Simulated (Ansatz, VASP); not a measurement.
**One calculation of ZrB2, two programs**

File INCAR:

```
PREC = Accurate ; ENCUT = 520
EDIFF = 1E-6 ; ISMEAR = 0
SIGMA = 0.1 ; LREAL = F
LASPH = T ; NELM = 60
ALGO = Normal ; ISIF = 2
LWAVE = F ; LCHARG = F
GGA = PE ; NBANDS = 27
```

Contents of KPOINTS:

```
Automatic mesh
0
Gamma
  6 6 6
```

The input POSCAR:

```
ZrB2
1.0
   -2.2403243100      2.2403243100      3.5346044800
    2.2403243100     -2.2403243100      3.5346044800
    2.2403243100      2.2403243100     -3.5346044800
Zr B
2 4
Direct
    0.1908313700      0.1908313700      0.0000000000
    0.8091686300      0.8091686300      0.0000000000
    0.5000000000      0.1938120800      0.6938120800
    0.5000000000      0.8061879200      0.3061879200
    0.8061879200      0.5000000000      0.3061879200
    0.1938120800      0.5000000000      0.6938120800
```

Input for Ansatz:

```yaml
crystal:
  lattice:
    - [-2.24032431, 2.24032431, 3.53460448]
    - [2.24032431, -2.24032431, 3.53460448]
    - [2.24032431, 2.24032431, -3.53460448]
  atoms:
    - { symbol: Zr, position: [0.19083137, 0.19083137, 0.0] }
    - { symbol: Zr, position: [0.80916863, 0.80916863, 0.0] }
    - { symbol: B, position: [0.5, 0.19381208, 0.69381208] }
    - { symbol: B, position: [0.5, 0.80618792, 0.30618792] }
    - { symbol: B, position: [0.80618792, 0.5, 0.30618792] }
    - { symbol: B, position: [0.19381208, 0.5, 0.69381208] }
basis:
  ecutwfc: 420
kpoints:
  mp_grid: { grid: [6, 6, 6] }
hamiltonian:
  xc: pbe
scf:
  occupations: { method: gaussian, width: 0.1 }
  lower_state_search: "off"
output:
  forces: true
  stress: true
  eigenvalues: true
```

Alike in both runs: task single point; functional PBE; k mesh 6 × 6 × 6; occupations gaussian, width 0.1 eV; no spin polarisation.

|  | VASP | Ansatz |
| --- | --- | --- |
| version | VASP 6.6.1 | Ansatz 0.2.0 |
| potentials or method | VASP PAW PBE potentials, release 64 (Zr_sv, B), cutoff 520 eV | scalar-relativistic, plane waves, PAW |
| valence electrons in the cell | 36 | 36 |

|  | VASP | Ansatz | Ansatz less VASP |
| --- | --- | --- | --- |
| gap on the k mesh at the Fermi level (eV) | none | none | - |
| pressure (GPa) | -12.9 | -13.0 | -0.07 |
| traceless stress, the component that is largest in VASP (GPa) | 30.20 | 30.16 | -0.044 |
| rms of the force components (eV/Å) | 0.531 | 0.529 | -0.0024 |

Atom by atom the forces differ by 0.003 eV/Å (rms over components). A gap of «none» marks a metal or a gap that the smearing closes.
